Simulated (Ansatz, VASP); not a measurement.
**Ag: VASP beside Ansatz**

The input POSCAR:

```
Ag
1.0
   -3.3063592830      3.3063592830      3.3063592830
    3.3063592830     -3.3063592830      3.3063592830
    3.3063592830      3.3063592830     -3.3063592830
Ag
8
Direct
    0.5000000000      0.0000000000      0.4538186822
    0.4538186822      0.5000000000      0.0000000000
    0.0000000000      0.9538186822      0.5000000000
    0.9538186822      0.5000000000      0.0000000000
    0.0000000000      0.4538186822      0.5000000000
    0.5000000000      0.0000000000      0.9538186822
    0.5461813178      0.5461813178      0.5461813178
    0.0461813178      0.0461813178      0.0461813178
```

Contents of INCAR.step1:

```
PREC = Accurate ; ENCUT = 520
ISMEAR = 0 ; SIGMA = 0.1
LREAL = False ; LASPH = True
NELM = 100 ; NBANDS = 54
GGA = PE ; ALGO = Normal
EDIFF = 1E-4 ; LWAVE = True
LCHARG = False
```

The input INCAR.step2:

```
PREC = Accurate ; ENCUT = 520
EDIFF = 1E-7 ; ISMEAR = 0
SIGMA = 0.1 ; LREAL = False
LASPH = True ; NELM = 100
ALGO = Normal ; ISIF = 2
LWAVE = False ; LCHARG = True
METAGGA = R2SCAN ; LMIXTAU = True
LELF = True ; LVHAR = True
NBANDS = 54 ; ISTART = 1
```

KPOINTS

```
regular mesh
0
Gamma
  8 8 8
```

Input for Ansatz:

```yaml
crystal:
  lattice:
    - [-3.306359283, 3.306359283, 3.306359283]
    - [3.306359283, -3.306359283, 3.306359283]
    - [3.306359283, 3.306359283, -3.306359283]
  atoms:
    - { symbol: Ag, position: [0.5, 0.0, 0.4538186822] }
    - { symbol: Ag, position: [0.4538186822, 0.5, 0.0] }
    - { symbol: Ag, position: [0.0, 0.9538186822, 0.5] }
    - { symbol: Ag, position: [0.9538186822, 0.5, 0.0] }
    - { symbol: Ag, position: [0.0, 0.4538186822, 0.5] }
    - { symbol: Ag, position: [0.5, 0.0, 0.9538186822] }
    - { symbol: Ag, position: [0.5461813178, 0.5461813178, 0.5461813178] }
    - { symbol: Ag, position: [0.0461813178, 0.0461813178, 0.0461813178] }
basis:
  ecutwfc: 500
kpoints:
  mp_grid: { grid: [8, 8, 8] }
  band_path:
    path:
      - [[0.0, 0.0, 0.0], [0.5, -0.5, 0.5], [0.0, 0.0, 0.5], [0.0, 0.0, 0.0], [0.25, 0.25, 0.25], [0.5, -0.5, 0.5]]
      - [[0.25, 0.25, 0.25], [0.0, 0.0, 0.5]]
    npoints: 14
hamiltonian:
  xc: r2scan
scf:
  occupations: { method: gaussian, width: 0.1 }
  n_extra_bands: 20
output:
  forces: true
  stress: true
  eigenvalues: true
  populations: true
  dos: { projected: true, de: 0.02, nscf_kmesh: { grid: [10, 10, 10] } }
  bader: true
  write_density: true
  write_potential: true
  elf: true
  volumetric_format: npy
```

Alike in both runs: task single point; functional r2SCAN; k mesh 8 × 8 × 8; occupations gaussian, width 0.1 eV; no spin polarisation.

|  | VASP | Ansatz |
| --- | --- | --- |
| version | VASP 6.6.1 | Ansatz 0.2.0 |
| potentials or method | VASP PAW PBE potentials, release 64 (Ag), cutoff 520 eV | scalar-relativistic, plane waves, PAW |
| valence electrons in the cell | 88 | 152 |

|  | VASP | Ansatz | Ansatz less VASP |
| --- | --- | --- | --- |
| gap on the k mesh at the Fermi level (eV) | none | none | - |
| pressure (GPa) | -2.9 | -3.0 | -0.09 |
| rms of the force components (eV/Å) | 0.005 | 0.004 | -0.0010 |

VASP's potentials were made for PBE, not for r2SCAN. Atom by atom the forces differ by 0.001 eV/Å (rms over components). A gap of «none» marks a metal or a gap that the smearing closes. With one functional, cell and mesh, what is left measures potentials, basis and numerics. VASP's potentials hold 88 valence electrons a cell and Ansatz's 152, so a difference there can come from the potentials and not from the codes.
